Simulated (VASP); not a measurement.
Wanted: the native input for a VASP 6.6.1 run.

```
Task                   : single point
Functional             : PBEsol
Potentials or basis    : VASP PAW PBE potentials, release 64 (Hf_pv)
Cutoff                 : 520 eV
k mesh                 : 7 × 7 × 8
Occupations            : gaussian, width 0.05 eV
Spin                   : no spin polarisation
Dipole correction      : no
Further INCAR settings : ALGO = Normal; EDIFF = 1e-06; NBANDS = 11
```

The structure of Hf lies in POSCAR:

```
Hf
1.0
   -1.7353850000      1.7880950000      1.8403380000
    1.7684040000     -1.7610630000      1.8463250000
    1.7817980000      1.8074760000     -1.8133060000
Hf
1
Direct
   -0.0165250000     -0.0068030000     -0.0104090000
```

One way to write it, as run:

INCAR

```
SYSTEM = Hf
ALGO = Normal
EDIFF = 1E-6
ENCUT = 520
GGA = PS
ISIF = 2
ISMEAR = 0
LASPH = .TRUE.
LCHARG = .FALSE.
LREAL = .FALSE.
LWAVE = .FALSE.
NBANDS = 11
NELM = 100
PREC = Accurate
SIGMA = 0.05
```

KPOINTS

```
k-points
0
G
  7 7 8
  0 0 0
```

Potentials or basis: VASP PAW PBE potentials, release 64 (Hf_pv).

The run is started by

```console
$ cat potpaw_PBE.64/Hf_pv/POTCAR > POTCAR
$ mpirun -np 1 vasp_std > vasp.out
```

It gave:

```
Pressure               : -9.0 GPa
Band gap on the k mesh : zero (band 5 reaches 5.26 eV, above the bottom of band 6 at 3.58 eV)
```

Caveat: the PAW data sets were made with another functional, which shifts forces and pressure a little; spin-orbit coupling is left out, which moves the levels of the heavy elements.

Wall time 19 s on 1 thread of Intel(R) Xeon(R) Platinum 8259CL CPU @ 2.50GHz (Skylake/Cascade Lake), on a shared host, peak memory 0.17 GiB.
